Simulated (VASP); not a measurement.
Input of a VASP 6.6.1 run:

The input INCAR:

```
SYSTEM = Sb
ALGO     = Normal         ! electronic algorithm
EDIFF    = 1E-7           ! SCF threshold, eV
ENCUT    = 520            ! plane-wave cutoff, eV
ISIF     = 2              ! what is computed and relaxed
ISMEAR   = -1             ! smearing method
LASPH    = .TRUE.         ! aspherical terms in the spheres
LCHARG   = .FALSE.        ! write CHGCAR
LREAL    = .FALSE.        ! projectors in reciprocal space
LWAVE    = .FALSE.        ! write WAVECAR
NBANDS   = 18             ! bands
NELM     = 60             ! most SCF steps
PREC     = Accurate       ! precision mode
SIGMA    = 0.1            ! smearing width, eV
```

File KPOINTS:

```
k-points
0
G
  13 13 4
  0 0 0
```

Contents of POSCAR:

```
Sb
1.0
    3.3146815311      0.0000000000      0.0000000000
   -1.6573407655      2.8705984114      0.0000000000
    0.0000000000      0.0000000000     11.2239992696
Sb
4
Direct
    1.0000000000      1.0000000000      1.0000000000
    1.0000000000      1.0000000000      0.5000000000
    0.3333333333      0.6666666667      0.2500000000
    0.6666666667      0.3333333333      0.7500000000
```

Potentials or basis: VASP PAW LDA potentials, release 64 (Sb).

Command:

```bash
$ cat potpaw_LDA.64/Sb/POTCAR > POTCAR
$ mpirun -np 1 vasp_std > vasp.out
```

Q: What does it give for the pressure?

A: -2.3 GPa.

Q: Predict the band gap on the k mesh.

A: Zero (band 10 reaches 13.15 eV, above the bottom of band 11 at 6.26 eV).

Stress tensor (GPa, compression positive):
```
-2.15  0.00  0.00
 0.00 -2.15  0.00
 0.00  0.00 -2.46
```

Caveat: spin-orbit coupling is left out, which moves the levels of the heavy elements.
